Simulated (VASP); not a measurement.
# TaRu (Pm-3m) in VASP: notebook

TaRu is run at these levels: LDA; tasks: single point, relaxation of the atoms.

Program: VASP 6.6.1. These are calculated values, not measurements. Logs are shortened: lines on timing, memory, paths and dates and some standing lists are left out, and cuts for length are marked.

### Step 1. The cell of the first run

Symmetry: Pm-3m, No. 221, cubic system. Conventional cell: a = 3.179 Å, b = 3.179 Å, c = 3.179 Å, α = 90.00°, β = 90.00°, γ = 90.00°. Within 3.6 Å of Ta (site symmetry m-3m) lie 8 Ru at 2.75 Å and 6 Ta at 3.18 Å. Within 3.6 Å of Ru (site symmetry m-3m) lie 8 Ta at 2.75 Å and 6 Ru at 3.18 Å.

### Step 2. Single point, LDA

File INCAR:

```
SYSTEM = TaRu
PREC = Accurate ; ENCUT = 520
EDIFF = 1E-7 ; ISMEAR = -1
SIGMA = 0.05 ; LREAL = .FALSE.
LASPH = .TRUE. ; NELM = 80
ALGO = Normal ; ISIF = 2
LWAVE = .FALSE. ; LCHARG = .FALSE.
NBANDS = 20
```

File KPOINTS:

```
Automatic mesh
0
G
  11 11 11
  0 0 0
```

File POSCAR:

```
TaRu
1.0
    3.1788420000      0.0000000000      0.0000000000
    0.0000000000      3.1788420000      0.0000000000
    0.0000000000      0.0000000000      3.1788420000
Ta Ru
1 1
Direct
    0.5000000000      0.5000000000      0.5000000000
    0.0000000000      0.0000000000      0.0000000000
```

Potentials or basis: VASP PAW LDA potentials, release 64 (Ta_pv, Ru_pv).

Run with:

```console
$ cat potpaw_LDA.64/Ta_pv/POTCAR potpaw_LDA.64/Ru_pv/POTCAR > POTCAR
$ mpirun -np 1 vasp_std > vasp.out
```

OUTCAR:

```text
SYSTEM = TaRu
   PREC = Accurate
   ENCUT = 520
   EDIFF = 1E-7
   ISMEAR = -1
   LREAL = .FALSE.
   LASPH = .TRUE.
   NELM = 80
   ISIF = 2

 ion  position               nearest neighbor table
   1  0.500  0.500  0.500-   2 2.75   2 2.75   2 2.75   2 2.75   2 2.75   2 2.75   2 2.75   2 2.75

   2  0.000  0.000  0.000-   1 2.75   1 2.75   1 2.75   1 2.75   1 2.75   1 2.75   1 2.75   1 2.75

  LATTYP: Found a simple cubic cell.
 ALAT       =     3.1788420000

  Lattice vectors:

 A1 = (   3.1788420000,   0.0000000000,   0.0000000000)
 A2 = (   0.0000000000,   3.1788420000,   0.0000000000)
 A3 = (   0.0000000000,   0.0000000000,   3.1788420000)

Analysis of symmetry for initial positions (statically):
=====================================================================
 Subroutine PRICEL returns:
 Original cell was already a primitive cell.

 Routine SETGRP: Setting up the symmetry group for a
 simple cubic supercell.

 Subroutine GETGRP returns: Found 48 space group operations
 (whereof 48 operations were pure point group operations)
 out of a pool of 48 trial point group operations.

The static configuration has the point symmetry O_h .

Analysis of symmetry for dynamics (positions and initial velocities):
=====================================================================
 Subroutine PRICEL returns:
 Original cell was already a primitive cell.

 Routine SETGRP: Setting up the symmetry group for a
 simple cubic supercell.

 Subroutine GETGRP returns: Found 48 space group operations
 (whereof 48 operations were pure point group operations)
 out of a pool of 48 trial point group operations.

The dynamic configuration has the point symmetry O_h .

 Subroutine INISYM returns: Found 48 space group operations
 (whereof 48 operations are pure point group operations),
 and found     1 'primitive' translations

----------------------------------------------------------------------------------------

                                     Primitive cell

  volume of cell :      32.1223

  direct lattice vectors                    reciprocal lattice vectors
     3.178842000  0.000000000  0.000000000     0.314579963  0.000000000  0.000000000
     0.000000000  3.178842000  0.000000000     0.000000000  0.314579963  0.000000000
     0.000000000  0.000000000  3.178842000     0.000000000  0.000000000  0.314579963

  length of vectors
     3.178842000  3.178842000  3.178842000     0.314579963  0.314579963  0.314579963

  position of ions in fractional coordinates (direct lattice)
     0.500000000  0.500000000  0.500000000
     0.000000000  0.000000000  0.000000000

  ion indices of the primitive-cell ions
   primitive index   ion index
                 1           1
                 2           2

----------------------------------------------------------------------------------------

 KPOINTS: Automatic mesh

Automatic generation of k-mesh.
 Grid dimensions read from file:
 generate k-points for:   11   11   11

 Generating k-lattice:

  Cartesian coordinates                     Fractional coordinates (reciprocal lattice)
     0.028598178  0.000000000  0.000000000     0.090909091  0.000000000  0.000000000
     0.000000000  0.028598178  0.000000000     0.000000000  0.090909091  0.000000000
     0.000000000  0.000000000  0.028598178     0.000000000  0.000000000  0.090909091

  Length of vectors
     0.028598178  0.028598178  0.028598178

  Shift w.r.t. Gamma in fractional coordinates (k-lattice)
     0.000000000  0.000000000  0.000000000

 Subroutine IBZKPT returns following result:
 ===========================================

 Found     56 irreducible k-points:

 Following reciprocal coordinates:
            Coordinates               Weight
  0.000000  0.000000  0.000000      1.000000
  0.090909  0.000000  0.000000      6.000000
  0.181818  0.000000  0.000000      6.000000
  0.272727  0.000000  0.000000      6.000000
  0.363636  0.000000  0.000000      6.000000
  0.454545  0.000000  0.000000      6.000000
[... 16 lines left out ...]
  0.181818  0.090909  0.090909     24.000000
  0.272727  0.090909  0.090909     24.000000
 [... further k-points ...]
   k-points           NKPTS =     56   k-points in BZ     NKDIM =     56   number of bands    NBANDS=     20
   number of dos      NEDOS =    301   number of ions     NIONS =      2
   total plane-waves  NPLWV =  13824
   dimension x,y,z NGX =    24 NGY =   24 NGZ =   24
   dimension x,y,z NGXF=    48 NGYF=   48 NGZF=   48
   ions per type =               1   1
   NGX,Y,Z   is equivalent  to a cutoff of  12.55, 12.55, 12.55 a.u.
   NGXF,Y,Z  is equivalent  to a cutoff of  25.10, 25.10, 25.10 a.u.
 SYSTEM =  TaRu
   PREC   = accura    normal or accurate (medium, high low for compatibility)
   ISTART =      0    job   : 0-new  1-cont  2-samecut
   ICHARG =      2    charge: 1-file 2-atom 10-const
   ISPIN  =      1    spin polarized calculation?
   LNONCOLLINEAR =      F non collinear calculations
   LSORBIT =      F    spin-orbit coupling
   LASPH  =      T    aspherical Exc in radial PAW
   ENCUT  =  520.0 eV  38.22 Ry    6.18 a.u.   5.91  5.91  5.91*2*pi/ulx,y,z
   NELM   =     80;   NELMIN=  2; NELMDL= -5     # of ELM steps
   EDIFF  = 0.1E-06   stopping-criterion for ELM
   LREAL  =      F    real-space projection
   EDIFFG = 0.1E-05   stopping-criterion for IOM
   NSW    =      0    number of steps for IOM
   IBRION =     -1    ionic relax: 0-MD 1-quasi-New 2-CG
   NFREE  =      0    steps in history (QN), initial steepest desc. (CG)
   ISIF   =      2    stress and relaxation
   ISYM   =      2    0-nonsym 1-usesym 2-fastsym
   POTIM  = 0.5000    time-step for ionic-motion
   TEBEG  =    0.0;   TEEND  =   0.0 temperature during run
   PSTRESS=    0.0 pullay stress
   NELECT =      25.0000    total number of electrons
   NUPDOWN=      -1.0000    fix difference up-down
   EMIN   =  10.00;   EMAX   =-10.00  energy-range for DOS
   EFERMI =   0.00;   METHOD = LEGACY
   ISMEAR =    -1;   SIGMA  =   0.05  broadening in eV -4-tet -1-fermi 0-gaus
   EFERMI_NEDOS =   21; number of points for ismear=-14 and -15
   IALGO  =     38    algorithm
   IMIX   =      4    mixing-type and parameters
     AMIX     =   0.40;   BMIX     =  1.00
     AMIX_MAG =   1.60;   BMIX_MAG =  1.00
  volume/ion in A,a.u.               =      16.06       108.39
  Fermi-wavevector in a.u.,A,eV,Ry     =   1.505864  2.845671 30.852950  2.267628
  Thomas-Fermi vector in A             =   2.616657
   LORBIT       =      0    0 simple, 1 ext, 2 COOP (PROOUT), +10 PAW based schemes
   GGA     = CA    functional components
   LHFCALC =     F    Hartree Fock is set to
   AEXX    =    0.0000 exact exchange contribution
   IVDW    =     0    specifies the selected vdW correction
   LEPSILON=     F    determine dielectric tensor
   LRPA    =     F    only Hartree local field effects (RPA)
 non-spin polarized calculation
  energy-cutoff  :      520.00
  volume of cell :       32.12
 maximum number of plane-waves:       885
 NGX is ok and might be reduce to    24
   NGX = 11   NGY = 11   NGZ = 11

 number of electron      24.9999991 magnetization

 Free energy of the ion-electron system (eV)
  ---------------------------------------------------
  ext. energy  EPLUGINS =         0.00000000
  ---------------------------------------------------
  free energy    TOTEN  =       -23.94042588 eV

  energy without entropy =      -23.91302018  energy(sigma->0) =      -23.92672303

 E-fermi :   9.2618     XC(G=0): -13.3939

 val. band max:        9.2539132786   @ k =   0.4545   0.0000   0.0000
 cond. band min:       9.2861703946   @ k =   0.4545   0.1818   0.0909
 fundamental gap:      0.0322571160
 Fermi energy:         9.2617907080

 k-point     1 :       0.0000    0.0000    0.0000
  band No.  band energies     occupation
      1     -33.7059      2.00000
      2     -33.7059      2.00000
      3     -33.7059      2.00000
      4     -25.5909      2.00000
      5     -25.5909      2.00000
      6     -25.5909      2.00000
[... 12 lines left out ...]
     19      17.2961      0.00000
     20      17.2961      0.00000

 k-point     2 :       0.0909    0.0000    0.0000
  band No.  band energies     occupation
      1     -33.7135      2.00000
      2     -33.7044      2.00000
      3     -33.7044      2.00000
      4     -25.6182      2.00000
      5     -25.5909      2.00000
      6     -25.5909      2.00000
[... 12 lines left out ...]
     19      18.0803      0.00000
     20      18.0803      0.00000

 k-point     3 :       0.1818    0.0000    0.0000
  band No.  band energies     occupation
      1     -33.7338      2.00000
      2     -33.7004      2.00000
      3     -33.7004      2.00000
      4     -25.6908      2.00000
      5     -25.5910      2.00000
      6     -25.5910      2.00000
[... 12 lines left out ...]
     19      19.2405      0.00000
     20      19.7592      0.00000

 k-point     4 :       0.2727    0.0000    0.0000
  band No.  band energies     occupation
      1     -33.7603      2.00000
      2     -33.6952      2.00000
      3     -33.6952      2.00000
      4     -25.7845      2.00000
      5     -25.5912      2.00000
      6     -25.5912      2.00000
[... 12 lines left out ...]
     19      19.2405      0.00000
     20      21.2196      0.00000

 k-point     5 :       0.3636    0.0000    0.0000
  band No.  band energies     occupation
      1     -33.7845      2.00000
      2     -33.6904      2.00000
      3     -33.6904      2.00000
      4     -25.8693      2.00000
      5     -25.5914      2.00000
      6     -25.5914      2.00000
[... 12 lines left out ...]
     19      19.2405      0.00000
     20      21.2195      0.00000
[... 353 lines left out ...]
      6     -25.5612      2.00000
[... 12 lines left out ...]
     19      18.1766      0.00000
     20      19.2389      0.00000

 k-point    22 :       0.0909    0.0909    0.0909
  band No.  band energies     occupation
      1     -33.7128      2.00000
      2     -33.7128      2.00000
      3     -33.7073      2.00000
      4     -25.6277      2.00000
      5     -25.6116      2.00000
      6     -25.6116      2.00000
[... 12 lines left out ...]
     19      17.9455      0.00000
     20      18.1703      0.00000

 k-point    23 :       0.1818    0.0909    0.0909
  band No.  band energies     occupation
      1     -33.7330      2.00000
      2     -33.7086      2.00000
      3     -33.7058      2.00000
      4     -25.6891      2.00000
      5     -25.6162      2.00000
      6     -25.6120      2.00000
[... 12 lines left out ...]
     19      19.1430      0.00000
     20      19.2479      0.00000

 k-point    24 :       0.2727    0.0909    0.0909
  band No.  band energies     occupation
      1     -33.7604      2.00000
      2     -33.7032      2.00000
      3     -33.7026      2.00000
      4     -25.7780      2.00000
      5     -25.6126      2.00000
      6     -25.6123      2.00000
[... 12 lines left out ...]
     19      19.2401      0.00000
     20      20.5226      0.00000

 [... further k-points ...]
[... 5 lines left out ...]
  --------------------------------------------------------------------------------------
  -------------------------------------------------------------------------------------
  Total       -2.7484562     -2.7484562     -2.7484562     -0.0000000      0.0000000      0.0000000
  in kB     -137.0858343   -137.0858343   -137.0858343     -0.0000000      0.0000000      0.0000000
  external PRESSURE =    -137.0858343 kB  Pullay stress =       0.0000000 kB

 VOLUME and BASIS-vectors are now :
 -----------------------------------------------------------------------------
  energy-cutoff  :      520.00
  volume of cell :       32.12
      direct lattice vectors                 reciprocal lattice vectors
     3.178842000  0.000000000  0.000000000     0.314579963  0.000000000  0.000000000
     0.000000000  3.178842000  0.000000000     0.000000000  0.314579963  0.000000000
     0.000000000  0.000000000  3.178842000     0.000000000  0.000000000  0.314579963

 POSITION                                       TOTAL-FORCE (eV/Angst)
 -----------------------------------------------------------------------------------
      1.58942      1.58942      1.58942         0.000000      0.000000      0.000000
      0.00000      0.00000      0.00000         0.000000      0.000000      0.000000
 -----------------------------------------------------------------------------------
    total drift:                                0.000000      0.000000     -0.000000

  FREE ENERGIE OF THE ION-ELECTRON SYSTEM (eV)
  ---------------------------------------------------
  free  energy   TOTEN  =       -23.9404258759 eV

  energy  without entropy=      -23.9130201761  energy(sigma->0) =      -23.92672303
```

Run time: 11 s. Hardware: 1 thread of AMD EPYC 9R45 (Zen 5), shared host; peak memory 0.12 GiB.

Results:

```
Free energy : -23.9404 eV
Pressure    : -13.7 GPa
```

Levels at points of the mesh, in eV from the Fermi level:
| k point | band 10 | band 11 | band 12 | band 13 | band 14 | band 15 |
| --- | --- | --- | --- | --- | --- | --- |
| (0.00, 0.00, 0.00) | -2.37 | -2.37 | -2.37 | 0.96 | 0.96 | 4.00 |

Caveat: spin-orbit coupling is left out, which moves the levels of the heavy elements.

(Continued in part 2 of 2.)
